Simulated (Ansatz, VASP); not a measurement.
# One calculation of Se, two programs

```
Se
1.0
     4.36620    0.00000    0.00000
    -2.18310    3.78124    0.00000
     0.00000    0.00000    5.05267
Se
3
Direct
  0.77460 0.77460 0.00000
  0.00000 0.22540 0.66667
  0.22540 0.00000 0.33333
```

Alike in both runs: functional PBE; k mesh 6 × 6 × 5; occupations fermi-dirac, width 0.05 eV; no spin polarisation.

```csv
,VASP,Ansatz
version,VASP 6.6.1,Ansatz 0.2.0
potentials or method,"VASP PAW PBE potentials, release 64 (Se)",Ansatz PAW
plane-wave cutoff (eV),520,420
valence electrons in the cell,18,48
task,single point,band structure
```

|  | VASP | Ansatz | Ansatz less VASP |
| --- | --- | --- | --- |
| pressure (GPa) | 1.3 | 1.2 | -0.11 |
| traceless stress, the component that is largest in VASP (GPa) | 0.24 | 0.21 | -0.039 |
| rms of the force components (eV/Å) | 0.116 | 0.100 | -0.0158 |

Atom by atom the forces differ by 0.016 eV/Å (rms over components). VASP's potentials hold 18 valence electrons a cell and Ansatz's 48, so a difference there can come from the potentials and not from the codes.
